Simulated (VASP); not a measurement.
A run of VASP 6.6.1 is set up as follows.

File INCAR:

```
PREC = Accurate
ENCUT = 520
EDIFF = 1E-6
ISMEAR = 0
SIGMA = 0.05
LREAL = F
LASPH = T
NELM = 60
ALGO = Normal
ISIF = 2
LWAVE = F
LCHARG = F
GGA = PE
NBANDS = 11
```

KPOINTS

```
Automatic mesh
0
Gamma
  10 10 10
```

POSCAR

```
Si
1.0
    0.0000000000      2.7988941211      2.7988941211
    2.7988941211      0.0000000000      2.7988941211
    2.7988941211      2.7988941211      0.0000000000
Si
2
Direct
    0.5000000000      0.5000000000      0.5000000000
    0.7500000000      0.7500000000      0.7500000000
```

Potentials or basis: VASP PAW PBE potentials, release 64 (Si).

Run with:

```bash
$ cat potpaw_PBE.64/Si/POTCAR > POTCAR
$ mpirun -np 1 vasp_std > vasp.out
```

Predict the band gap on the k mesh.

0.73 eV, indirect (least direct gap 2.34 eV).

Estimate the pressure.

-5.3 GPa.

 A k mesh can miss the band edges.
